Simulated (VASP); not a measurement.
# Mn2AlP3 (P-4m2) in VASP: notebook

The runs below take Mn2AlP3 through single point, with PBE.

Everything below comes from runs of VASP 6.6.1. Logs are shortened: lines on timing, memory, paths and dates and some standing lists are left out, and cuts for length are marked.

### 1 The cell of the first run

The structure is tetragonal, space group P-4m2 (No. 115). Conventional cell: a = 3.339 Å, b = 3.339 Å, c = 7.064 Å, α = 90.00°, β = 90.00°, γ = 90.00°. Within 3.1 Å of Mn (site symmetry 2mm) lie 7 P at 2.38 to 2.54 Å and 2 Al at 2.54 Å. Within 3.1 Å of Al (site symmetry -4m2) lie 4 P at 2.36 Å and 4 Mn at 2.54 Å. Within 3.1 Å of P (site symmetry -4m2) lie 4 Al at 2.36 Å and 4 Mn at 2.54 Å. Within 3.1 Å of P (site symmetry 2mm) lie 5 Mn at 2.38 to 2.51 Å and 4 P at 2.81 Å.

The cell was built from a structure type or drawn by symmetry, and may not be a known phase.

### 2 Single point, PBE, collinear spin, ferromagnetic start

Input file INCAR:

```
ALGO = Normal ; EDIFF = 1E-6
ENCUT = 520 ; GGA = PE
ISIF = 2 ; ISMEAR = 0
ISPIN = 2 ; LASPH = True
LCHARG = False ; LMAXMIX = 4
LORBIT = 11 ; LREAL = False
LWAVE = False ; MAGMOM = 4 4 0 0 0 0
NBANDS = 35 ; NELM = 150
PREC = Accurate ; SIGMA = 0.1
```

Input file KPOINTS:

```
k-points
0
Gamma
  6 6 2
```

Input file POSCAR:

```
Mn2AlP3
1.0
    3.3385056056      0.0000000000      0.0000000000
    0.0000000000      3.3385056056      0.0000000000
    0.0000000000      0.0000000000      7.0635252684
Mn Al P
2 1 3
Direct
    0.0000000000      0.5000000000      0.7289605116
    0.5000000000      0.0000000000      0.2710394884
    0.0000000000      0.0000000000      0.0000000000
    0.5000000000      0.5000000000      0.0000000000
    0.0000000000      0.5000000000      0.3918213558
    0.5000000000      0.0000000000      0.6081786442
```

Potentials or basis: VASP PAW PBE potentials, release 64 (Mn_pv, Al, P).

Launch:

```console
> cat potpaw_PBE.64/Mn_pv/POTCAR potpaw_PBE.64/Al/POTCAR potpaw_PBE.64/P/POTCAR > POTCAR
> mpirun -np 1 vasp_std > vasp.out
```

OUTCAR:

```text
EDIFF = 1E-6
   ENCUT = 520
   GGA = PE
   ISIF = 2
   ISMEAR = 0
   ISPIN = 2
   LASPH = True
   LORBIT = 11
   LREAL = False
   NELM = 150
   PREC = Accurate

 ion  position               nearest neighbor table
   1  0.000  0.500  0.729-   5 2.38   6 2.51   6 2.51   6 2.51   6 2.51   3 2.54   4 2.54   4 2.54
                             3 2.54
   2  0.500  0.000  0.271-   6 2.38   5 2.51   5 2.51   5 2.51   5 2.51   3 2.54   3 2.54   4 2.54
                             4 2.54
   3  0.000  0.000  0.000-   4 2.36   4 2.36   4 2.36   4 2.36   2 2.54   2 2.54   1 2.54   1 2.54

   4  0.500  0.500  0.000-   3 2.36   3 2.36   3 2.36   3 2.36   2 2.54   1 2.54   1 2.54   2 2.54

   5  0.000  0.500  0.392-   1 2.38   2 2.51   2 2.51   2 2.51   2 2.51   6 2.81   6 2.81   6 2.81
                             6 2.81
   6  0.500  0.000  0.608-   2 2.38   1 2.51   1 2.51   1 2.51   1 2.51   5 2.81   5 2.81   5 2.81
                             5 2.81

  LATTYP: Found a simple tetragonal cell.
 ALAT       =     3.3385056056
 C/A-ratio  =     2.1157745719

  Lattice vectors:

 A1 = (   3.3385056056,   0.0000000000,   0.0000000000)
 A2 = (   0.0000000000,   3.3385056056,   0.0000000000)
 A3 = (   0.0000000000,   0.0000000000,   7.0635252684)

Analysis of symmetry for initial positions (statically):
=====================================================================
 Subroutine PRICEL returns:
 Original cell was already a primitive cell.

 Routine SETGRP: Setting up the symmetry group for a
 simple tetragonal supercell.

 Subroutine GETGRP returns: Found  8 space group operations
 (whereof  8 operations were pure point group operations)
 out of a pool of 16 trial point group operations.

The static configuration has the point symmetry D_2d.

Analysis of symmetry for dynamics (positions and initial velocities):
=====================================================================
 Subroutine PRICEL returns:
 Original cell was already a primitive cell.

 Routine SETGRP: Setting up the symmetry group for a
 simple tetragonal supercell.

 Subroutine GETGRP returns: Found  8 space group operations
 (whereof  8 operations were pure point group operations)
 out of a pool of 16 trial point group operations.

The dynamic configuration has the point symmetry D_2d.

Analysis of structural, dynamic, and magnetic symmetry:
=====================================================================
 Subroutine PRICEL returns:
 Original cell was already a primitive cell.

 Routine SETGRP: Setting up the symmetry group for a
 simple tetragonal supercell.

 Subroutine GETGRP returns: Found  8 space group operations
[... 144 lines left out ...]

 number of electron      44.0000007 magnetization       3.7835900

 Free energy of the ion-electron system (eV)
  ---------------------------------------------------
  ext. energy  EPLUGINS =         0.00000000
  ---------------------------------------------------
  free energy    TOTEN  =       -39.33428731 eV

  energy without entropy =      -39.32057437  energy(sigma->0) =      -39.32743084

 E-fermi :  10.1325     XC(G=0): -11.9872

 val. band max:       10.1277299325   @ k =   0.5000   0.0000   0.5000
 cond. band min:      10.1627401752   @ k =   0.3333   0.1667   0.0000
 fundamental gap:      0.0350102426
 Fermi energy:        10.1324562042

 spin component 1

 k-point     1 :       0.0000    0.0000    0.0000
  band No.  band energies     occupation
      1     -39.0818      1.00000
      2     -39.0818      1.00000
      3     -38.8301      1.00000
      4     -38.8266      1.00000
      5     -38.7768      1.00000
      6     -38.7768      1.00000
[... 729 lines left out ...]
     33      18.6727      0.00000
     34      19.9309      0.00000
 Fermi energy:        10.1324562042

 spin component 2

 k-point     1 :       0.0000    0.0000    0.0000
  band No.  band energies     occupation
      1     -36.8096      1.00000
      2     -36.8051      1.00000
      3     -36.7580      1.00000
      4     -36.7580      1.00000
      5     -36.7189      1.00000
      6     -36.7189      1.00000
[... 729 lines left out ...]
     33      18.6572      0.00000
     34      20.0706      0.00000
 [bands above 34 left out]

------------------------ aborting loop because EDIFF is reached ----------------------------------------

  FORCE on cell =-STRESS in cart. coord.  units (eV):
  Direction    XX          YY          ZZ          XY          YZ          ZX
  --------------------------------------------------------------------------------------
  -------------------------------------------------------------------------------------
  Total       -0.0751822     -0.0751822      0.0005059      0.0000000     -0.0000000      0.0000000
  in kB       -1.5300292     -1.5300292      0.0102963      0.0000000     -0.0000000      0.0000000
  external PRESSURE =      -1.0165874 kB  Pullay stress =       0.0000000 kB

 VOLUME and BASIS-vectors are now :
 -----------------------------------------------------------------------------
  energy-cutoff  :      520.00
  volume of cell :       78.73
      direct lattice vectors                 reciprocal lattice vectors
     3.338505606  0.000000000  0.000000000     0.299535217  0.000000000  0.000000000
     0.000000000  3.338505606  0.000000000     0.000000000  0.299535217  0.000000000
     0.000000000  0.000000000  7.063525268     0.000000000  0.000000000  0.141572368

 POSITION                                       TOTAL-FORCE (eV/Angst)
 -----------------------------------------------------------------------------------
      0.00000      1.66925      5.14903         0.000000     -0.000000      0.005759
      1.66925      0.00000      1.91449         0.000000     -0.000000     -0.005759
      0.00000      0.00000      0.00000         0.000000     -0.000000      0.000000
      1.66925      1.66925      0.00000        -0.000000      0.000000      0.000000
      0.00000      1.66925      2.76764         0.000000     -0.000000      0.005368
      1.66925      0.00000      4.29589         0.000000     -0.000000     -0.005368
 -----------------------------------------------------------------------------------
    total drift:                                0.000000      0.000000      0.000000

  FREE ENERGIE OF THE ION-ELECTRON SYSTEM (eV)
  ---------------------------------------------------
  free  energy   TOTEN  =       -39.3342873138 eV

  energy  without entropy=      -39.3205743742  energy(sigma->0) =      -39.32743084

 total charge

# of ion       s       p       d       tot
------------------------------------------
    1        0.289   6.290   5.231  11.811
    2        0.289   6.290   5.231  11.811
    3        0.406   0.445   0.000   0.852
    4        1.016   1.547   0.000   2.563
    5        1.066   1.328   0.000   2.394
    6        1.066   1.328   0.000   2.394
--------------------------------------------------
tot          4.133  17.229  10.462  31.824

 magnetization (x)

# of ion       s       p       d       tot
------------------------------------------
    1        0.017   0.013   1.969   1.999
    2        0.017   0.013   1.969   1.999
    3       -0.019  -0.021   0.000  -0.039
    4        0.012   0.016   0.000   0.029
    5        0.013  -0.092   0.000  -0.079
    6        0.013  -0.092   0.000  -0.079
--------------------------------------------------
tot          0.054  -0.163   3.938   3.829
```

Run time: 72 s. Hardware: 1 thread of Intel Xeon Platinum 8488C (Sapphire Rapids), shared host; peak memory 0.27 GiB.

Results:

```
Free energy                                           : -39.3343 eV
Pressure                                              : -0.1 GPa
Largest force                                         : 0.006 eV/Å
Net moment                                            : 3.78 μB per cell
Site moments                                          : Mn +2.00; Al -0.04; P +0.03, -0.08 (each value once) μB
Valence electrons inside the program's atomic spheres : Mn 11.81; Al 0.85; P 2.56, 2.39 (each value once)
```

Forces in eV/Å, atoms in the order of the input:
```
Mn   0.000  0.000  0.006
Mn   0.000  0.000 -0.006
Al   0.000  0.000  0.000
P    0.000  0.000  0.000
P    0.000  0.000  0.005
P    0.000  0.000 -0.005
```

Stress tensor (GPa, compression positive):
```
-0.15  0.00  0.00
 0.00 -0.15  0.00
 0.00  0.00  0.00
```

Caveat: the k points lie up to 0.44 Å⁻¹ apart; only a ferromagnetic start was run, and an antiferromagnetic order may lie lower in energy.

### 3 Single point, PBE, collinear spin, ferromagnetic start

This run uses another cell than the first one, of 15.72 Å³/atom.

Input file INCAR:

```
  ALGO = Normal
  EDIFF = 1E-6
  ENCUT = 520
  GGA = PE
  ISIF = 2
  ISMEAR = 0
  ISPIN = 2
  LASPH = T
  LCHARG = F
  LMAXMIX = 4
  LORBIT = 11
  LREAL = F
  LWAVE = F
  MAGMOM = 4 4 0 0 0 0
  NBANDS = 35
  NELM = 150
  PREC = Accurate
  SIGMA = 0.1
```

KPOINTS is that of step 2.

Input file POSCAR:

```
Mn2AlP3
1.0
    3.5041170000      0.0000000000      0.0000000000
    0.0000000000      3.5041170000      0.0000000000
    0.0000000000      0.0000000000      7.6797310100
Mn Al P
2 1 3
Direct
    0.0000000000      0.5000000000      0.7340000300
    0.5000000000      0.0000000000      0.2659999700
    0.0000000000      0.0000000000      0.0000000000
    0.5000000000      0.5000000000      0.0000000000
    0.0000000000      0.5000000000      0.3820000000
    0.5000000000      0.0000000000      0.6180000000
```

Potentials or basis: VASP PAW PBE potentials, release 64 (Mn_pv, Al, P).

Launch:

```console
> cat potpaw_PBE.64/Mn_pv/POTCAR potpaw_PBE.64/Al/POTCAR potpaw_PBE.64/P/POTCAR > POTCAR
> mpirun -np 1 vasp_std > vasp.out
```

It took 80 s on 1 thread of Intel Xeon Platinum 8488C (Sapphire Rapids), shared host; peak memory 0.29 GiB.

Results (log left out):

```yaml
Free_energy: -38.4567 eV
Pressure: -13.3 GPa
Largest_force: 0.606 eV/Å
Net_moment: 4.93 μB per cell
Site_moments: Mn +2.81; Al -0.07; P -0.00, -0.17 (each value once) μB
Valence_electrons_inside_the_program's_atomic_spheres: Mn 11.53; Al 0.77; P 2.49, 2.35 (each value once)
```

Forces in eV/Å, atoms in the order of the input:
```
Mn   0.000  0.000 -0.606
Mn   0.000  0.000  0.606
Al   0.000  0.000  0.000
P    0.000  0.000  0.000
P    0.000  0.000  0.243
P    0.000  0.000 -0.243
```

Stress tensor (GPa, compression positive):
```
-12.70   0.00   0.00
  0.00 -12.70   0.00
  0.00   0.00 -14.41
```

Levels at points of the mesh, in eV from the Fermi level:
Spin up:
| k point | band 22 | band 23 | band 24 | band 25 | band 26 | band 27 |
| --- | --- | --- | --- | --- | --- | --- |
| (0.00, 0.00, 0.00) | -1.70 | -0.17 | 0.32 | 0.73 | 0.73 | 1.12 |
| (0.50, 0.00, 0.00) | -1.50 | -0.29 | -0.24 | 0.87 | 1.25 | 1.50 |
| (0.50, 0.50, 0.00) | -1.55 | -1.08 | -1.08 | -0.75 | 0.27 | 0.27 |
| (0.00, 0.00, 0.50) | -1.01 | -0.92 | -0.40 | -0.40 | 1.12 | 1.39 |
| (0.50, 0.00, 0.50) | -1.46 | -0.64 | -0.38 | 0.01 | 2.05 | 2.16 |
| (0.50, 0.50, 0.50) | -1.55 | -1.35 | -1.35 | -0.38 | 0.41 | 0.41 |
Spin down:
| k point | band 16 | band 17 | band 18 | band 19 | band 20 | band 21 | band 22 | band 23 | band 24 | band 25 |
| --- | --- | --- | --- | --- | --- | --- | --- | --- | --- | --- |
| (0.00, 0.00, 0.00) | -1.71 | -0.85 | 0.13 | 0.13 | 0.22 | 0.32 | 0.56 | 0.65 | 1.14 | 1.14 |
| (0.50, 0.00, 0.00) | -1.62 | -1.41 | -1.21 | -0.57 | 0.02 | 1.18 | 1.29 | 1.40 | 1.42 | 1.80 |
| (0.50, 0.50, 0.00) | -2.80 | -2.80 | -2.55 | -1.56 | -0.81 | 1.48 | 1.48 | 1.62 | 1.62 | 1.66 |
| (0.00, 0.00, 0.50) | -1.85 | -0.93 | -0.77 | 0.27 | 0.27 | 0.59 | 0.61 | 0.84 | 0.93 | 0.93 |
| (0.50, 0.00, 0.50) | -1.66 | -0.96 | -0.86 | -0.52 | 0.15 | 1.06 | 1.30 | 1.44 | 1.67 | 1.89 |
| (0.50, 0.50, 0.50) | -2.22 | -2.22 | -2.10 | -1.96 | -1.12 | 1.11 | 1.11 | 1.59 | 1.59 | 1.61 |

Caveat: the k points lie up to 0.41 Å⁻¹ apart; only a ferromagnetic start was run, and an antiferromagnetic order may lie lower in energy.

### 4 Single point, PBE, collinear spin, ferromagnetic start

Input file INCAR:

```
PREC     = Accurate       # precision mode
ENCUT    = 520            # plane-wave cutoff, eV
EDIFF    = 1E-7           # SCF threshold, eV
ISMEAR   = 0              # smearing method
SIGMA    = 0.1            # smearing width, eV
LREAL    = F              # projectors in reciprocal space
LASPH    = T              # aspherical terms in the spheres
NELM     = 150            # most SCF steps
ALGO     = Normal         # electronic algorithm
ISIF     = 2              # what is computed and relaxed
LWAVE    = F              # write WAVECAR
LCHARG   = F              # write CHGCAR
ISPIN    = 2              # spin polarisation
MAGMOM   = 2.12 2.12 0 0 0 0 # initial moments
LORBIT   = 11             # projections on sites
LMAXMIX  = 4              # l up to which the mixer works
GGA      = PE             # functional
NBANDS   = 35             # bands
```

Input file KPOINTS:

```
regular mesh
0
Gamma
  6 6 4
```

Input file POSCAR:

```
Mn2AlP3
1.0
    3.3385056056      0.0000000000      0.0000000000
    0.0000000000      3.3385056056      0.0000000000
    0.0000000000      0.0000000000      7.0635252684
Mn Al P
2 1 3
Direct
    0.0000000000      0.5000000000      0.7289605116
    0.5000000000      0.0000000000      0.2710394884
    0.0000000000      0.0000000000      0.0000000000
    0.5000000000      0.5000000000      0.0000000000
    0.0000000000      0.5000000000      0.3918213558
    0.5000000000      0.0000000000      0.6081786442
```

Launch:

```console
> cat potpaw_PBE.64/Mn_pv/POTCAR potpaw_PBE.64/Al/POTCAR potpaw_PBE.64/P/POTCAR > POTCAR
> mpirun -np 1 vasp_std > vasp.out
```

Run time: 1.7 min. Hardware: 1 thread of Intel Xeon Platinum 8488C (Sapphire Rapids), shared host; peak memory 0.3 GiB.

The run converged. Its results:

- Free energy: -39.3237 eV
- Pressure: 0.1 GPa
- Largest force: 0.028 eV/Å
- Net moment: 3.77 μB per cell
- Site moments: Mn +2.00; Al -0.04; P +0.03, -0.08 (each value once) μB
- Valence electrons inside the program's atomic spheres: Mn 11.81; Al 0.85; P 2.56, 2.40 (each value once)

Forces in eV/Å, atoms in the order of the input:
```
Mn   0.000  0.000 -0.028
Mn   0.000  0.000  0.028
Al   0.000  0.000  0.000
P    0.000  0.000  0.000
P    0.000  0.000 -0.014
P    0.000  0.000  0.014
```

Levels at points of the mesh, in eV from the Fermi level:
Spin up:
```csv
k point,band 21,band 22,band 23,band 24,band 25,band 26,band 27,band 28
"(0.00, 0.00, 0.00)",-1.50,-1.44,0.17,0.70,1.27,1.27,1.38,1.38
"(0.50, 0.00, 0.00)",-1.29,-1.21,-0.01,0.10,1.66,1.83,2.31,2.43
"(0.50, 0.50, 0.00)",-1.26,-1.26,-0.61,-0.61,-0.15,0.85,0.85,1.41
"(0.00, 0.00, 0.50)",-0.69,-0.69,-0.40,-0.40,-0.23,2.09,2.12,2.33
"(0.50, 0.00, 0.50)",-1.24,-1.14,-0.42,0.02,0.80,2.10,2.55,3.28
"(0.50, 0.50, 0.50)",-1.26,-1.26,-0.94,-0.94,0.07,0.99,0.99,1.83
```
Spin down:
```tsv
k point	band 16	band 17	band 18	band 19	band 20	band 21	band 22	band 23	band 24	band 25
(0.00, 0.00, 0.00)	-2.34	-1.57	-0.48	-0.28	-0.28	-0.05	0.11	0.37	1.36	1.36
(0.50, 0.00, 0.00)	-2.33	-2.01	-1.89	-0.95	-0.68	0.86	0.89	1.11	1.46	2.06
(0.50, 0.50, 0.00)	-3.73	-3.73	-2.70	-1.84	-1.33	1.19	1.19	1.38	1.38	1.50
(0.00, 0.00, 0.50)	-2.21	-1.76	-1.28	0.00	0.06	0.27	0.27	0.57	0.57	1.00
(0.50, 0.00, 0.50)	-2.39	-1.60	-1.36	-1.26	-0.47	0.47	0.99	1.18	1.58	2.07
(0.50, 0.50, 0.50)	-2.87	-2.87	-2.20	-2.10	-1.68	0.87	0.87	1.29	1.29	1.41
```

Caveat: only a ferromagnetic start was run, and an antiferromagnetic order may lie lower in energy.

### 5 Overview

```tsv
cell	k mesh	gap on the mesh (eV)	pressure (GPa)	moment (μB)	largest force (eV/Å)
a = 3.339, b = 3.339, c = 7.064 Å, 6 atoms, atomic positions A	6 × 6 × 2	none	-0.1	3.78	0.01
a = 3.504, b = 3.504, c = 7.680 Å, 6 atoms, atomic positions B	6 × 6 × 2	none	-13.3	4.93	0.61
a = 3.339, b = 3.339, c = 7.064 Å, 6 atoms, atomic positions A	6 × 6 × 4	none	0.1	3.77	0.03
```

Alike in all rows: task single point; level PBE; potentials or basis VASP PAW PBE potentials, release 64 (Mn_pv, Al, P); spin collinear, ferromagnetic start; cutoff (eV) 520; smearing gaussian 0.1 eV.

Caveats: some runs use coarse meshes; only a ferromagnetic start was run, and an antiferromagnetic order may lie lower in energy.

Absolute energies hang on the potentials; compare differences alone.
